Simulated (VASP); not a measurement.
# ZnInGaO4 (R3m) in VASP: notebook

Runs on ZnInGaO4. Level: PBE+D3(BJ). Tasks: single point.

All numbers are computed with VASP 6.6.1; they aren't measurements. Logs are shortened: lines on timing, memory, paths and dates and some standing lists are left out, and cuts for length are marked.

### Step 1. The cell of the first run

It takes space group R3m (No. 160, trigonal). Conventional cell: a = 3.335 Å, b = 3.335 Å, c = 25.959 Å, α = 90.00°, β = 90.00°, γ = 120.00°. Zn (site symmetry 3m) has 5 O at 1.98 to 2.54 Å within 2.6 Å. In (site symmetry 3m) has 6 O at 2.20 to 2.21 Å within 2.9 Å. Ga (site symmetry 3m) has 5 O at 1.93 to 1.99 Å within 2.6 Å. Within 2.6 Å of O (site symmetry 3m) lie 1 Zn at 1.98 Å and 3 In at 2.20 Å. O (site symmetry 3m) has 1 Ga at 1.97 Å and 3 In at 2.21 Å within 2.6 Å. O (site symmetry 3m) has 3 Ga at 1.93 Å and 1 Zn at 2.54 Å within 2.6 Å. O (site symmetry 3m) has 1 Ga at 1.99 Å and 3 Zn at 2.01 Å within 2.6 Å.

### Step 2. Single point, PBE+D3(BJ)

The input, INCAR:

```
  PREC = Accurate
  ENCUT = 520
  EDIFF = 1E-6
  ISMEAR = 0
  SIGMA = 0.02
  LREAL = F
  LASPH = T
  NELM = 100
  ALGO = Normal
  ISIF = 2
  LWAVE = F
  LCHARG = F
  GGA = PE
  IVDW = 12
  NBANDS = 40
```

The input, KPOINTS:

```
regular mesh
0
Gamma
  9 9 9
```

The input, POSCAR:

```
ZnInGaO4
1.0
    1.6677132295      0.9628546820      8.6530496791
   -1.6677132295      0.9628546820      8.6530496791
    0.0000000000     -1.9257093640      8.6530496791
Zn In Ga O
1 1 1 4
Direct
    0.2188157125      0.2188157125      0.2188157125
    0.0030127530      0.0030127530      0.0030127530
    0.7871081936      0.7871081936      0.7871081936
    0.2951448061      0.2951448061      0.2951448061
    0.7112668185      0.7112668185      0.7112668185
    0.1210151705      0.1210151705      0.1210151705
    0.8636375459      0.8636375459      0.8636375459
```

Potentials or basis: VASP PAW PBE potentials, release 64 (Zn, In_d, Ga_d, O).

The run is started by

```
cat potpaw_PBE.64/Zn/POTCAR potpaw_PBE.64/In_d/POTCAR potpaw_PBE.64/Ga_d/POTCAR potpaw_PBE.64/O/POTCAR > POTCAR
mpirun -np 1 vasp_std > vasp.out
```

OUTCAR:

```text
PREC = Accurate
   ENCUT = 520
   EDIFF = 1E-6
   ISMEAR = 0
   LREAL = F
   LASPH = T
   NELM = 100
   ISIF = 2
   GGA = PE
   IVDW = 12
 IVDW          = 12

 ion  position               nearest neighbor table
   1  0.219  0.219  0.219-   4 1.98   7 2.01   7 2.01   7 2.01
   2  0.003  0.003  0.003-   4 2.20   4 2.20   4 2.20   5 2.21   5 2.21   5 2.21
   3  0.787  0.787  0.787-   6 1.93   6 1.93   6 1.93   5 1.97   7 1.99
   4  0.295  0.295  0.295-   1 1.98   2 2.20   2 2.20   2 2.20
   5  0.711  0.711  0.711-   3 1.97   2 2.21   2 2.21   2 2.21
   6  0.121  0.121  0.121-   3 1.93   3 1.93   3 1.93
   7  0.864  0.864  0.864-   3 1.99   1 2.01   1 2.01   1 2.01

  LATTYP: Found a trigonal (rhomboedric) cell.
 ALAT       =     8.8647405661
 COS(alpha) =     0.9292150902

  Lattice vectors:

 A1 = (   1.6677132295,   0.9628546820,   8.6530496791)
 A2 = (  -1.6677132295,   0.9628546820,   8.6530496791)
 A3 = (   0.0000000000,  -1.9257093640,   8.6530496791)

Analysis of symmetry for initial positions (statically):
=====================================================================
 Subroutine PRICEL returns:
 Original cell was already a primitive cell.

 Routine SETGRP: Setting up the symmetry group for a
 trigonal (rhombohedral) supercell.

 Subroutine GETGRP returns: Found  6 space group operations
 (whereof  6 operations were pure point group operations)
 out of a pool of 12 trial point group operations.

The static configuration has the point symmetry C_3v.

Analysis of symmetry for dynamics (positions and initial velocities):
=====================================================================
 Subroutine PRICEL returns:
 Original cell was already a primitive cell.

 Routine SETGRP: Setting up the symmetry group for a
 trigonal (rhombohedral) supercell.

 Subroutine GETGRP returns: Found  6 space group operations
 (whereof  6 operations were pure point group operations)
 out of a pool of 12 trial point group operations.

The dynamic configuration has the point symmetry C_3v.

 Subroutine INISYM returns: Found  6 space group operations
 (whereof  6 operations are pure point group operations),
 and found     1 'primitive' translations

----------------------------------------------------------------------------------------

                                     Primitive cell

  volume of cell :      83.3686

  direct lattice vectors                    reciprocal lattice vectors
     1.667713229  0.962854682  8.653049679     0.299811737  0.173096387  0.038522064
    -1.667713229  0.962854682  8.653049679    -0.299811737  0.173096387  0.038522064
     0.000000000 -1.925709364  8.653049679     0.000000000 -0.346192774  0.038522064

  length of vectors
     8.864740566  8.864740566  8.864740566     0.348329422  0.348329422  0.348329422

  position of ions in fractional coordinates (direct lattice)
     0.218815713  0.218815713  0.218815713
     0.003012753  0.003012753  0.003012753
     0.787108194  0.787108194  0.787108194
     0.295144806  0.295144806  0.295144806
     0.711266819  0.711266819  0.711266819
     0.121015171  0.121015171  0.121015171
     0.863637546  0.863637546  0.863637546

  ion indices of the primitive-cell ions
   primitive index   ion index
                 1           1
                 2           2
                 3           3
                 4           4
                 5           5
                 6           6
                 7           7

----------------------------------------------------------------------------------------

 KPOINTS: regular mesh

Automatic generation of k-mesh.
 Grid dimensions read from file:
 generate k-points for:    9    9    9

 Generating k-lattice:

  Cartesian coordinates                     Fractional coordinates (reciprocal lattice)
     0.033312415  0.019232932  0.004280229     0.111111111  0.000000000  0.000000000
    -0.033312415  0.019232932  0.004280229     0.000000000  0.111111111  0.000000000
     0.000000000 -0.038465864  0.004280229     0.000000000  0.000000000  0.111111111

  Length of vectors
     0.038703269  0.038703269  0.038703269

  Shift w.r.t. Gamma in fractional coordinates (k-lattice)
     0.000000000  0.000000000  0.000000000

 Subroutine IBZKPT returns following result:
 ===========================================

 Found     85 irreducible k-points:

 Following reciprocal coordinates:
            Coordinates               Weight
  0.000000  0.000000  0.000000      1.000000
  0.111111 -0.000000 -0.000000      6.000000
  0.222222 -0.000000  0.000000      6.000000
  0.333333  0.000000 -0.000000      6.000000
  0.444444 -0.000000  0.000000      6.000000
  0.111111  0.111111 -0.000000      6.000000
[... 16 lines left out ...]
 -0.333333  0.333333  0.000000      6.000000
  0.444444  0.444444  0.000000      6.000000
 [... further k-points ...]
   k-points           NKPTS =     85   k-points in BZ     NKDIM =     85   number of bands    NBANDS=     40
   number of dos      NEDOS =    301   number of ions     NIONS =      7
   total plane-waves  NPLWV = 343000
   dimension x,y,z NGX =    70 NGY =   70 NGZ =   70
   dimension x,y,z NGXF=   140 NGYF=  140 NGZF=  140
   ions per type =               1   1   1   4
   NGX,Y,Z   is equivalent  to a cutoff of  13.13, 13.13, 13.13 a.u.
   NGXF,Y,Z  is equivalent  to a cutoff of  26.26, 26.26, 26.26 a.u.
 SYSTEM =  unknown system
   PREC   = accura    normal or accurate (medium, high low for compatibility)
   ISTART =      0    job   : 0-new  1-cont  2-samecut
   ICHARG =      2    charge: 1-file 2-atom 10-const
   ISPIN  =      1    spin polarized calculation?
   LNONCOLLINEAR =      F non collinear calculations
   LSORBIT =      F    spin-orbit coupling
   LASPH  =      T    aspherical Exc in radial PAW
   ENCUT  =  520.0 eV  38.22 Ry    6.18 a.u.  16.48 16.48 16.48*2*pi/ulx,y,z
   NELM   =    100;   NELMIN=  2; NELMDL= -5     # of ELM steps
   EDIFF  = 0.1E-05   stopping-criterion for ELM
   LREAL  =      F    real-space projection
   EDIFFG = 0.1E-04   stopping-criterion for IOM
   NSW    =      0    number of steps for IOM
   IBRION =     -1    ionic relax: 0-MD 1-quasi-New 2-CG
   NFREE  =      0    steps in history (QN), initial steepest desc. (CG)
   ISIF   =      2    stress and relaxation
   ISYM   =      2    0-nonsym 1-usesym 2-fastsym
   POTIM  = 0.5000    time-step for ionic-motion
   TEBEG  =    0.0;   TEEND  =   0.0 temperature during run
   PSTRESS=    0.0 pullay stress
   NELECT =      62.0000    total number of electrons
   NUPDOWN=      -1.0000    fix difference up-down
   EMIN   =  10.00;   EMAX   =-10.00  energy-range for DOS
   EFERMI =   0.00;   METHOD = LEGACY
   ISMEAR =     0;   SIGMA  =   0.02  broadening in eV -4-tet -1-fermi 0-gaus
   EFERMI_NEDOS =   21; number of points for ismear=-14 and -15
   IALGO  =     38    algorithm
   IMIX   =      4    mixing-type and parameters
     AMIX     =   0.40;   BMIX     =  1.00
     AMIX_MAG =   1.60;   BMIX_MAG =  1.00
  volume/ion in A,a.u.               =      11.91        80.37
  Fermi-wavevector in a.u.,A,eV,Ry     =   1.483216  2.802873 29.931880  2.199931
  Thomas-Fermi vector in A             =   2.596906
   LORBIT       =      0    0 simple, 1 ext, 2 COOP (PROOUT), +10 PAW based schemes
   GGA     = PE    functional components
   LHFCALC =     F    Hartree Fock is set to
   AEXX    =    0.0000 exact exchange contribution
   IVDW    =    12    specifies the selected vdW correction
   LEPSILON=     F    determine dielectric tensor
   LRPA    =     F    only Hartree local field effects (RPA)
 non-spin polarized calculation
 Gauss-broadening in eV      SIGMA  =   0.02
  energy-cutoff  :      520.00
  volume of cell :       83.37
 maximum number of plane-waves:      2289
 NGX is ok and might be reduce to    70
   NGX = 33   NGY = 33   NGZ = 33

 number of electron      62.0000006 magnetization

 Free energy of the ion-electron system (eV)
  ---------------------------------------------------
  ext. energy  EPLUGINS =         0.00000000
  ---------------------------------------------------
  free energy    TOTEN  =       -37.79003640 eV

  energy without entropy =      -37.79003640  energy(sigma->0) =      -37.79003640

 E-fermi :   3.9546     XC(G=0): -11.1256

 val. band max:        3.8033266196   @ k =   0.0000   0.0000   0.0000
 cond. band min:       4.9693666827   @ k =   0.0000   0.0000   0.0000
 fundamental gap:      1.1660400631
 Fermi energy:         3.9546028797

 k-point     1 :       0.0000    0.0000    0.0000
  band No.  band energies     occupation
      1     -14.8323      2.00000
      2     -13.9077      2.00000
      3     -13.3298      2.00000
      4     -12.8908      2.00000
      5      -9.5590      2.00000
      6      -9.5590      2.00000
[... 32 lines left out ...]
     39      16.0141      0.00000
     40      16.0142      0.00000

 k-point     2 :       0.1111   -0.0000   -0.0000
  band No.  band energies     occupation
      1     -14.7562      2.00000
      2     -13.8418      2.00000
      3     -13.3006      2.00000
      4     -12.9461      2.00000
      5      -9.5375      2.00000
      6      -9.5323      2.00000
[... 32 lines left out ...]
     39      15.3438      0.00000
     40      15.9619      0.00000

 k-point     3 :       0.2222   -0.0000    0.0000
  band No.  band energies     occupation
      1     -14.5559      2.00000
      2     -13.6786      2.00000
      3     -13.2411      2.00000
      4     -13.0564      2.00000
      5      -9.4634      2.00000
      6      -9.4630      2.00000
[... 32 lines left out ...]
     39      15.1419      0.00000
     40      15.2955      0.00000

 k-point     4 :       0.3333    0.0000   -0.0000
  band No.  band energies     occupation
      1     -14.3106      2.00000
      2     -13.5429      2.00000
      3     -13.2151      2.00000
      4     -13.0735      2.00000
      5      -9.3822      2.00000
      6      -9.3262      2.00000
[... 32 lines left out ...]
     39      15.1791      0.00000
     40      15.9787      0.00000
[... 772 lines left out ...]
     39      14.4099      0.00000
     40      14.4896      0.00000

 k-point    23 :      -0.3333    0.3333    0.0000
  band No.  band energies     occupation
      1     -14.0003      2.00000
      2     -13.5025      2.00000
      3     -13.2056      2.00000
      4     -13.0028      2.00000
      5      -9.3191      2.00000
      6      -9.2342      2.00000
[... 32 lines left out ...]
     39      13.9481      0.00000
     40      14.1803      0.00000

 k-point    24 :       0.4444    0.4444    0.0000
  band No.  band energies     occupation
      1     -14.1305      2.00000
      2     -13.5476      2.00000
      3     -13.1957      2.00000
      4     -12.9927      2.00000
      5      -9.3274      2.00000
      6      -9.2477      2.00000
[... 32 lines left out ...]
     39      14.5550      0.00000
     40      16.1054      0.00000

 [... further k-points ...]

------------------------ aborting loop because EDIFF is reached ----------------------------------------

 Edisp (eV)   -1.47702

 E8    (eV) :    -0.5908

  FORCE on cell =-STRESS in cart. coord.  units (eV):
  Direction    XX          YY          ZZ          XY          YZ          ZX
  --------------------------------------------------------------------------------------
  -------------------------------------------------------------------------------------
  Total       0.33827     0.33827     0.35223     0.00000     0.00000    -0.00000
  in kB       6.50082     6.50082     6.76918     0.00000     0.00000    -0.00000
  external pressure =        6.59 kB  Pullay stress =        0.00 kB

 VOLUME and BASIS-vectors are now :
 -----------------------------------------------------------------------------
  energy-cutoff  :      520.00
  volume of cell :       83.37
      direct lattice vectors                 reciprocal lattice vectors
     1.667713229  0.962854682  8.653049679     0.299811737  0.173096387  0.038522064
    -1.667713229  0.962854682  8.653049679    -0.299811737  0.173096387  0.038522064
     0.000000000 -1.925709364  8.653049679     0.000000000 -0.346192774  0.038522064

 POSITION                                       TOTAL-FORCE (eV/Angst)
 -----------------------------------------------------------------------------------
      0.00000      0.00000      5.68027         0.000000     -0.000000      0.001916
      0.00000      0.00000      0.07821         0.000000      0.000000     -0.000605
      0.00000      0.00000     20.43266         0.000000      0.000000     -0.008612
      0.00000      0.00000      7.66171         0.000000      0.000000      0.013935
      0.00000      0.00000     18.46388         0.000000      0.000000     -0.000215
      0.00000      0.00000      3.14145         0.000000     -0.000000     -0.003432
      0.00000      0.00000     22.41930         0.000000      0.000000     -0.002987
 -----------------------------------------------------------------------------------
    total drift:                                0.000000     -0.000000     -0.000876

  FREE ENERGIE OF THE ION-ELECTRON SYSTEM (eV)
  ---------------------------------------------------
  free  energy   TOTEN  =       -39.2670551315 eV

  energy  without entropy=      -39.2670551315  energy(sigma->0) =      -39.26705513
```

Run time: 36 min. Hardware: 1 thread of AMD EPYC 7R43 (Zen 3), shared host; peak memory 0.83 GiB.

What came out:

```yaml
Free_energy: -39.2671 eV
Pressure: 0.7 GPa
Largest_force: 0.014 eV/Å
Band_gap_on_the_k_mesh: 1.17 eV
Dispersion_energy_per_atom: -0.211 eV
```

Forces in eV/Å, atoms in the order of the input:
```
Zn   0.000  0.000  0.002
In   0.000  0.000 -0.001
Ga   0.000  0.000 -0.009
O    0.000  0.000  0.014
O    0.000  0.000  0.000
O    0.000  0.000 -0.003
O    0.000  0.000 -0.003
```

Caveat: spin-orbit coupling is left out, which moves the levels of the heavy elements; an odd mesh through Γ misses points on the zone boundary, where band edges can lie.

### Step 3. Single point, PBE+D3(BJ)

This run uses another cell than the first one, of 12.17 Å³/atom.

The input, INCAR:

```
SYSTEM = ZnInGaO4
PREC = Accurate
ENCUT = 520
EDIFF = 1E-6
ISMEAR = 0
SIGMA = 0.1
LREAL = .False.
LASPH = .True.
NELM = 100
ALGO = Normal
ISIF = 2
LWAVE = .False.
LCHARG = .True.
GGA = PE
IVDW = 12
LELF = .True.
LVHAR = .True.
NBANDS = 40
```

The input, KPOINTS:

```
regular mesh
0
Gamma
  6 6 6
  0 0 0
```

The input, POSCAR:

```
ZnInGaO4
1.0
    1.6803268700      0.9701371700      8.7134054600
   -1.6803268700      0.9701371700      8.7134054600
    0.0000000000     -1.9402743400      8.7134054600
Zn In Ga O
1 1 1 4
Direct
    0.2183820000      0.2183820000      0.2183820000
    0.0027680000      0.0027680000      0.0027680000
    0.7870340000      0.7870340000      0.7870340000
    0.2951430000      0.2951430000      0.2951430000
    0.7113580000      0.7113580000      0.7113580000
    0.1217170000      0.1217170000      0.1217170000
    0.8635990000      0.8635990000      0.8635990000
```

Potentials or basis: VASP PAW PBE potentials, release 64 (Zn, In_d, Ga_d, O).

The run is started by

```
cat potpaw_PBE.64/Zn/POTCAR potpaw_PBE.64/In_d/POTCAR potpaw_PBE.64/Ga_d/POTCAR potpaw_PBE.64/O/POTCAR > POTCAR
mpirun -np 1 vasp_std > vasp.out
```

Wall time 27 min (1 thread of AMD EPYC 7R43 (Zen 3), shared host); peak memory 0.69 GiB.

The run converged. Its results:

```yaml
Free_energy: -39.2543 eV
Pressure: -2.8 GPa
Largest_force: 0.078 eV/Å
Band_gap_on_the_k_mesh: 1.05 eV
Dispersion_energy_per_atom: -0.206 eV
```

Forces on the atoms (eV/Å):
```
Zn   0.000  0.000  0.041
In   0.000  0.000  0.043
Ga   0.000  0.000  0.023
O    0.000  0.000  0.023
O    0.000  0.000 -0.044
O    0.000  0.000 -0.078
O    0.000  0.000 -0.008
```

Levels at points of the mesh, in eV from the valence-band top:
| k point | band 28 | band 29 | band 30 | band 31 | band 32 | band 33 | band 34 | band 35 |
| --- | --- | --- | --- | --- | --- | --- | --- | --- |
| (0.00, 0.00, 0.00) | -0.77 | -0.52 | 0.00 | 0.00 | 1.05 | 4.18 | 4.85 | 5.74 |
| (0.50, 0.00, 0.00) | -1.10 | -1.07 | -0.52 | -0.27 | 5.08 | 5.73 | 6.46 | 7.13 |
| (0.50, 0.50, 0.00) | -1.25 | -1.08 | -0.78 | -0.45 | 5.18 | 5.58 | 6.47 | 7.23 |
| (0.50, 0.50, 0.50) | -0.79 | -0.79 | 0.00 | 0.00 | 2.43 | 2.80 | 5.11 | 6.01 |

Caveat: spin-orbit coupling is left out, which moves the levels of the heavy elements.
